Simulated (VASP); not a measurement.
A run of VASP 6.6.1 is set up as follows.

Contents of INCAR:

```
PREC     = Accurate       # precision mode
ENCUT    = 520            # plane-wave cutoff, eV
EDIFF    = 1E-6           # SCF threshold, eV
ISMEAR   = 0              # smearing method
SIGMA    = 0.1            # smearing width, eV
LREAL    = F              # projectors in reciprocal space
LASPH    = T              # aspherical terms in the spheres
NELM     = 100            # most SCF steps
ALGO     = Normal         # electronic algorithm
ISIF     = 2              # what is computed and relaxed
LWAVE    = F              # write WAVECAR
LCHARG   = F              # write CHGCAR
GGA      = PE             # functional
NBANDS   = 14             # bands
```

Contents of KPOINTS:

```
Automatic mesh
0
Gamma
  16 16 16
```

File POSCAR:

```
Rh
1.0
    0.0042975030      1.9207746705      1.9899530595
    1.9676478780      0.0023198910      1.9919306715
    1.9867014090      1.9418058135     -0.0167336400
Rh
1
Direct
    0.0000000000      0.0000000000      0.0000000000
```

Potentials or basis: VASP PAW PBE potentials, release 64 (Rh_pv).

Launch:

```console
$ cat potpaw_PBE.64/Rh_pv/POTCAR > POTCAR
$ mpirun -np 1 vasp_std > vasp.out
```

(1) Predict the pressure.

## Answers

(1) -16.7 GPa.

Caveat: the cell differs from its parent crystal (strained).
